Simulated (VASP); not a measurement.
Here is a VASP 6.6.1 calculation.

File INCAR:

```
SYSTEM = Cs4Ca3SbF12
ALGO = Normal ; EDIFF = 1E-6
ENCUT = 520 ; GGA = PS
GGA_COMPAT = .FALSE. ; ISIF = 2
ISMEAR = -1 ; ISPIN = 2
ISYM = -1 ; LASPH = .TRUE.
LCHARG = .FALSE. ; LORBIT = 11
LREAL = Auto ; LWAVE = .FALSE.
MAGMOM = 0 0 0 0 0 0 0 0 0.143 0.143 0 0 0 0 0 0 0.143 0.143 0 0 0 0 0.143 0.143 0.143 0 0 0.143 0.143 0 0 0.143 0.143 0 0.143 0 0 0.143 0 0.143 ; NBANDS = 185
NELM = 200 ; PREC = Accurate
SIGMA = 0.05
```

File KPOINTS:

```
explicit points
1
Reciprocal
  0.25000000   0.25000000   0.25000000 1
```

Contents of POSCAR:

```
Cs4Ca3SbF12
1.0
    8.9888280000      0.0000000000      0.0000000000
    0.0000000000      8.9888280000      0.0000000000
    0.0000000000      0.0000000000      8.9888280000
Cs Sb Ca F
8 2 6 24
Direct
    0.0029150000      0.9976560000      0.0011760000
    0.9972720000      0.0026720000      0.5005700000
    0.9936570000      0.5068270000      0.9944630000
    0.0060860000      0.4934150000      0.4944860000
    0.4949450000      0.0059480000      0.0049250000
    0.5047080000      0.9954390000      0.5046670000
    0.5034320000      0.4986370000      0.9991560000
    0.4969210000      0.5027630000      0.4993780000
    0.2502870000      0.2503300000      0.2489770000
    0.7496880000      0.7510140000      0.7490210000
    0.2496900000      0.2505030000      0.7501220000
    0.2500650000      0.7501750000      0.2500260000
    0.2497710000      0.7504900000      0.7500020000
    0.7500680000      0.2502410000      0.2501390000
    0.7498250000      0.2504290000      0.7501500000
    0.7500430000      0.7502130000      0.2502240000
    0.2178310000      0.2823900000      0.9920150000
    0.2800380000      0.2197450000      0.5081890000
    0.2439260000      0.7577540000      0.9999560000
    0.2557370000      0.7429330000      0.5001520000
    0.7423530000      0.2586100000      0.0002420000
    0.7576060000      0.2420290000      0.5001150000
    0.7191380000      0.7821650000      0.0087730000
    0.7817480000      0.7168660000      0.4915940000
    0.9947310000      0.2290380000      0.2224300000
    0.9995000000      0.2568390000      0.7395230000
    0.0005070000      0.7434670000      0.2391070000
    0.0042180000      0.7720670000      0.7250120000
    0.5054710000      0.2715800000      0.2782980000
    0.4999380000      0.2438630000      0.7608110000
    0.4996710000      0.7570350000      0.2612260000
    0.4951940000      0.7289150000      0.7749150000
    0.2280380000      0.9947490000      0.2783390000
    0.2559940000      0.0000860000      0.7604970000
    0.2726360000      0.5055820000      0.2213040000
    0.2437480000      0.5010490000      0.7395020000
    0.7442660000      0.0005900000      0.2614260000
    0.7721660000      0.0063430000      0.7811950000
    0.7556980000      0.4998180000      0.2390070000
    0.7277690000      0.4945570000      0.7203130000
```

Potentials or basis: VASP PAW PBE potentials, release 64 (Cs_sv, Sb, Ca_sv, F).

Run with:

```bash
$ cat potpaw_PBE.64/Cs_sv/POTCAR potpaw_PBE.64/Sb/POTCAR potpaw_PBE.64/Ca_sv/POTCAR potpaw_PBE.64/F/POTCAR > POTCAR
$ mpirun -np 1 vasp_std > vasp.out
```

Question: What does it give for the site moments?

Answer: Cs +0.00, +0.01 (each value once); Sb +0.32; Ca +0.00; F +0.03, +0.00, +0.02 (each value once) μB.

Question: What does it give for the pressure?

Answer: 1.7 GPa.

Question: Estimate the net moment.

Answer: 2.00 μB per cell.

Question: Estimate the largest force.

Answer: 0.115 eV/Å.

Stress tensor (GPa, compression positive):
```
 1.54  0.45 -0.01
 0.45  1.58 -0.01
-0.01 -0.01  1.88
```

Caveat: the PAW data sets were made with another functional, which shifts forces and pressure a little.
